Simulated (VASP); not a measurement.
Write the native input for VASP 6.6.1 that does the following.

| Property | Result |
| --- | --- |
| Task | single point |
| Functional | PBE |
| Potentials or basis | VASP PAW PBE potentials, release 64 (Ge_d) |
| Cutoff | 520 eV |
| k mesh | 3 × 3 × 3 |
| Occupations | gaussian, width 0.1 eV |
| Spin | no spin polarisation |
| Dipole correction | no |
| Further INCAR settings | ALGO = Normal; EDIFF = 1e-06; NBANDS = 58 |

The structure of Ge lies in POSCAR:

```
Ge
1.0
    3.1403467400      1.8130800400      5.7039112900
   -3.1403467400      1.8130800400      5.7039112900
    0.0000000000     -3.6261600700      5.7039112900
Ge
7
Direct
    0.1665899800      0.7847100000      0.8993600000
    0.7847100000      0.8993600000      0.1665899800
    0.8993600000      0.1665899800      0.7847100000
    0.8334100200      0.2152900000      0.1006400000
    0.2152900000      0.1006400000      0.8334100200
    0.1006400000      0.8334100200      0.2152900000
    0.5000000000      0.5000000000      0.5000000000
```

The cell was generated, and may not be a known phase.

These files were run (other wordings do the same):

INCAR

```
SYSTEM = Ge
  PREC = Accurate
  ENCUT = 520
  EDIFF = 1E-6
  ISMEAR = 0
  SIGMA = 0.1
  LREAL = .False.
  LASPH = .True.
  NELM = 60
  ALGO = Normal
  ISIF = 2
  LWAVE = .False.
  LCHARG = .False.
  GGA = PE
  NBANDS = 58
```

KPOINTS

```
Automatic mesh
0
Gamma
  3 3 3
  0 0 0
```

Potentials or basis: VASP PAW PBE potentials, release 64 (Ge_d).

The run is started by

```sh
$ cat potpaw_PBE.64/Ge_d/POTCAR > POTCAR
$ mpirun -np 1 vasp_std > vasp.out
```

It gave:

The pressure is 38.0 GPa and the largest force is 16.796 eV/Å. The band gap on the k mesh is 1.71 eV (least direct gap 1.85 eV).

Caveat: the cell stands under pressure; forces of over 1 eV/Å act on the atoms, so gaps and moduli don't describe the material at rest.

It took 54 s on 1 thread of Intel(R) Xeon(R) 6975P-C (Granite Rapids), with other jobs on the host, peak memory 0.34 GiB.
